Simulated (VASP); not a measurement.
Wanted: the native input for a VASP 6.6.1 run.

```yaml
Task: electric field gradients
Functional: LDA
Potentials_or_basis: VASP PAW LDA potentials, release 64 (Cs_sv)
Cutoff: 520 eV
k_mesh: 9 × 9 × 9
Occupations: fermi-dirac, width 0.05 eV
Spin: no spin polarisation
Dipole_correction: no
Further_INCAR_settings: ALGO = Normal; EDIFF = 1e-08; NBANDS = 10
```

The structure of Cs lies in POSCAR:

```
Cs
1.0
   -3.0527250000      3.0225000000      3.0225000000
    3.0225000000     -3.0527250000      3.0225000000
    3.0225000000      3.0225000000     -3.0527250000
Cs
1
Direct
    0.0000000000      0.0000000000      0.0000000000
```

This cell differs from its parent crystal: equal xy, yz and zx shear strains of -1 %.

These files were run (other wordings do the same):

INCAR

```
SYSTEM = Cs
  PREC = Accurate
  ENCUT = 520
  EDIFF = 1E-8
  ISMEAR = -1
  SIGMA = 0.05
  LREAL = .False.
  LASPH = .True.
  NELM = 60
  ALGO = Normal
  ISIF = 2
  LWAVE = .False.
  LCHARG = .False.
  GGA = CA
  LEFG = .True.
  NBANDS = 10
```

KPOINTS

```
regular mesh
0
Gamma
  9 9 9
  0 0 0
```

Potentials or basis: VASP PAW LDA potentials, release 64 (Cs_sv).

Launch:

```sh
$ cat potpaw_LDA.64/Cs_sv/POTCAR > POTCAR
$ mpirun -np 1 vasp_std > vasp.out
```

Results of the run:

| Item | Value |
| --- | --- |
| Pressure | -0.3 GPa |

Caveat: the cell differs from its parent crystal (equal xy, yz and zx shear strains of -1 %); without QUAD_EFG the Cq values of the log hold for a quadrupole moment of 1 mb, not for the nuclei.

It took 68 s on 1 thread of Intel(R) Xeon(R) Platinum 8488C (Sapphire Rapids), on a shared host, peak memory 0.24 GiB.
